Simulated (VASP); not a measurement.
Input of a VASP 6.6.1 run:

The input INCAR:

```
PREC = Accurate
ENCUT = 520
EDIFF = 1E-7
ISMEAR = 0
SIGMA = 0.01
LREAL = F
LASPH = T
NELM = 60
ALGO = Normal
ISIF = 2
LWAVE = F
LCHARG = T
GGA = PE
LELF = T
LVHAR = T
NBANDS = 11
```

The input KPOINTS:

```
Automatic mesh
0
Gamma
  6 6 6
```

Contents of POSCAR:

```
BeTe
1.0
    0.0000000000      2.8033742598      2.8033742598
    2.8033742598      0.0000000000      2.8033742598
    2.8033742598      2.8033742598      0.0000000000
Be Te
1 1
Direct
    0.0000000000      0.0000000000      0.0000000000
    0.2500000000      0.2500000000      0.2500000000
```

Potentials or basis: VASP PAW PBE potentials, release 64 (Be, Te).

The run is started by

```console
$ cat potpaw_PBE.64/Be/POTCAR potpaw_PBE.64/Te/POTCAR > POTCAR
$ mpirun -np 1 vasp_std > vasp.out
```

Problem. What does it give for the pressure?

Solution. 2.0 GPa.

Problem. Estimate the band gap on the k mesh.

Solution. 1.94 eV, indirect (least direct gap 3.60 eV).

Caveat: spin-orbit coupling is left out, which moves the levels of the heavy elements. A k mesh can miss the band edges.
